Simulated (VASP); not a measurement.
A run of VASP 6.6.1:

Contents of POSCAR:

```
PbF2
1.0
    0.0000000000      2.9437690651      2.9437690651
    2.9437690651      0.0000000000      2.9437690651
    2.9437690651      2.9437690651      0.0000000000
Pb F
1 2
Direct
    0.0000000000      0.0000000000      0.0000000000
    0.7500000000      0.7500000000      0.7500000000
    0.2500000000      0.2500000000      0.2500000000
```

The input INCAR.step1:

```
SYSTEM = PbF2
PREC = Accurate
ENCUT = 660
ISMEAR = -1
SIGMA = 0.05
LREAL = .FALSE.
LASPH = .TRUE.
NELM = 120
NBANDS = 21
GGA = PE
ALGO = Normal
EDIFF = 1E-5
LWAVE = .TRUE.
LCHARG = .FALSE.
GGA_COMPAT = .FALSE.
```

The input INCAR.step2:

```
SYSTEM = PbF2
PREC = Accurate
ENCUT = 660
EDIFF = 1E-6
ISMEAR = -1
SIGMA = 0.05
LREAL = .FALSE.
LASPH = .TRUE.
NELM = 120
ALGO = Normal
ISIF = 2
LWAVE = .FALSE.
LCHARG = .FALSE.
METAGGA = R2SCAN
LMIXTAU = .TRUE.
NBANDS = 21
ISTART = 1
GGA_COMPAT = .FALSE.
```

File KPOINTS:

```
regular mesh
0
G
  8 8 8
  0 0 0
```

Potentials or basis: VASP PAW PBE potentials, release 64 (Pb_d, F).

Launch:

```sh
$ cat potpaw_PBE.64/Pb_d/POTCAR potpaw_PBE.64/F/POTCAR > POTCAR
$ cp INCAR.step1 INCAR
$ mpirun -np 1 vasp_std > vasp.out
$ cp INCAR.step2 INCAR
$ mpirun -np 1 vasp_std > vasp.out
```

Hardware: 1 thread of Oxide Virtual Turin-like Processor, with other jobs on the host.

Problem. How long does it take, and how much memory?

Solution. Wall time 2.5 min on 1 thread of Oxide Virtual Turin-like Processor, with other jobs on the host, peak memory 0.2 GiB. Counts: k points 29.
